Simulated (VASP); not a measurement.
A run of VASP 6.6.1:

INCAR

```
PREC = Accurate
ENCUT = 520
EDIFF = 1E-7
ISMEAR = -1
SIGMA = 0.05
LREAL = F
LASPH = T
NELM = 80
ALGO = Normal
ISIF = 2
LWAVE = F
LCHARG = F
GGA = PS
NBANDS = 10
```

File KPOINTS:

```
Automatic mesh
0
Gamma
  13 13 13
```

The input POSCAR:

```
Na
1.0
   -1.5360877816      1.5360877816      1.5360877816
    1.5360877816     -1.5360877816      1.5360877816
    1.5360877816      1.5360877816     -1.5360877816
Na
1
Direct
    0.0000000000      0.0000000000      0.0000000000
```

Potentials or basis: VASP PAW PBE potentials, release 64 (Na_pv).

Command:

```console
$ cat potpaw_PBE.64/Na_pv/POTCAR > POTCAR
$ mpirun -np 1 vasp_std > vasp.out
```

Hardware: 1 thread of AMD EPYC 7R13 (shared host).

Problem. Estimate the wall time of this run.

Solution. It took 14 s on 1 thread of AMD EPYC 7R13, with other jobs on the host, peak memory 0.09 GiB. Counts: scf iterations 11, k points 84.
